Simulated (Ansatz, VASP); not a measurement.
# Au in VASP and in Ansatz

Contents of INCAR:

```
  AGGAC = 1.0
  AGGAX = 1.0
  ALDAC = 0.0
  ALDAX = 1.0
  ALGO = Fast
  EDIFF = 1E-6
  EDIFFG = -0.01
  ENCUT = 600
  GGA = B5
  IBRION = 2
  ISIF = 3
  ISMEAR = -1
  IVDW = 13
  LASPH = T
  LCHARG = F
  LREAL = F
  LWAVE = F
  NELM = 60
  NSW = 60
  PREC = Accurate
  SIGMA = 0.05
  VDW_A1 = 0.44488865
  VDW_A2 = 4.0933009
  VDW_S6 = 1.0
  VDW_S8 = 2.34076671
```

KPOINTS

```
k-points
0
Gamma
  11 11 6
```

POSCAR

```
Au
1.0
    2.9000000000      0.0000000000      0.0000000000
   -1.4500000000      2.5114736710      0.0000000000
    0.0000000000      0.0000000000      4.8800000000
Au
2
Direct
    0.6666666667      0.3333333333      0.2500000000
    0.3333333333      0.6666666667      0.7500000000
```

input.yaml

```yaml
crystal:
  lattice:
    - [2.9, 0.0, 0.0]
    - [-1.45, 2.511473671, 0.0]
    - [0.0, 0.0, 4.88]
  atoms:
    - { symbol: Au, position: [0.6666666667, 0.3333333333, 0.25] }
    - { symbol: Au, position: [0.3333333333, 0.6666666667, 0.75] }
hamiltonian:
  xc: blyp
  pseudopotentials: { kind: paw }
  dispersion: d4
kpoints:
  mp_grid: { grid: [11, 11, 6] }
scf:
  occupations: { method: fermi_dirac, width: 0.05 }
output:
  forces: true
  stress: true
  eigenvalues: true
  write_density: true
  write_potential: true
  elf: true
  volumetric_format: npy
relax:
  f_tol: 0.01
  max_steps: 40
  cell: { stress_tol: 0.05 }
```

Alike in both runs: task relaxation of cell and atoms; functional BLYP; dispersion D4; k mesh 11 × 11 × 6; occupations fermi-dirac, width 0.05 eV; no spin polarisation.

```csv
,VASP,Ansatz
version,VASP 6.6.1,Ansatz 0.2.0
potentials or method,"VASP PAW PBE potentials, release 64 (Au)",Ansatz PAW
plane-wave cutoff (eV),600,420
valence electrons in the cell,22,38
```

|  | VASP | Ansatz | Ansatz less VASP |
| --- | --- | --- | --- |
| gap on the k mesh at the Fermi level, each at its own relaxed structure (eV) | none | none | - |
| relaxed volume (Å³/atom) | 18.03 | 17.93 | -0.096 |
| relaxed length of the cell vector where the two differ most in proportion (Å) | 2.919 | 2.913 | -0.0067 |

VASP's potentials were made for PBE, not for BLYP. A gap of «none» marks a metal or a gap that the smearing closes. VASP's potentials hold 22 valence electrons a cell and Ansatz's 38, so a difference there can come from the potentials and not from the codes.

Neither program's run includes spin-orbit coupling. Noted on Ansatz's run: the plane-wave basis is chosen anew once the cell has moved, so the energies of steps on either side of that aren't comparable.
